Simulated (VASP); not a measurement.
Input of a VASP 6.6.1 run:

Contents of INCAR:

```
PREC = Accurate ; ENCUT = 520
EDIFF = 1E-7 ; ISMEAR = 0
SIGMA = 0.1 ; LREAL = False
LASPH = True ; NELM = 80
ALGO = Normal ; ISIF = 2
LWAVE = False ; LCHARG = True
LELF = True ; LVHAR = True
NBANDS = 10
```

The input KPOINTS:

```
Automatic mesh
0
Gamma
  18 10 8
```

File POSCAR:

```
B
1.0
    1.6245600000      0.0000000000      0.0000000000
    0.0000000000      2.8661500000      0.0000000000
    0.0000000000      0.0000000000      3.9144000000
B
2
Direct
   -0.0000200000      0.5120920000      0.6158960000
    0.5140320000      0.0054650000      0.3975270000
```

Potentials or basis: VASP PAW LDA potentials, release 64 (B).

Run with:

```console
$ cat potpaw_LDA.64/B/POTCAR > POTCAR
$ mpirun -np 1 vasp_std > vasp.out
```

Q: Predict the band gap on the k mesh.

A: Zero (band 3 reaches 10.92 eV, above the bottom of band 4 at -0.01 eV).

Q: Estimate the pressure.

A: -6.2 GPa.

Q: Estimate the largest force.

A: 0.352 eV/Å.

Forces on the atoms (eV/Å):
```
B    0.226 -0.155 -0.220
B   -0.226  0.155  0.220
```
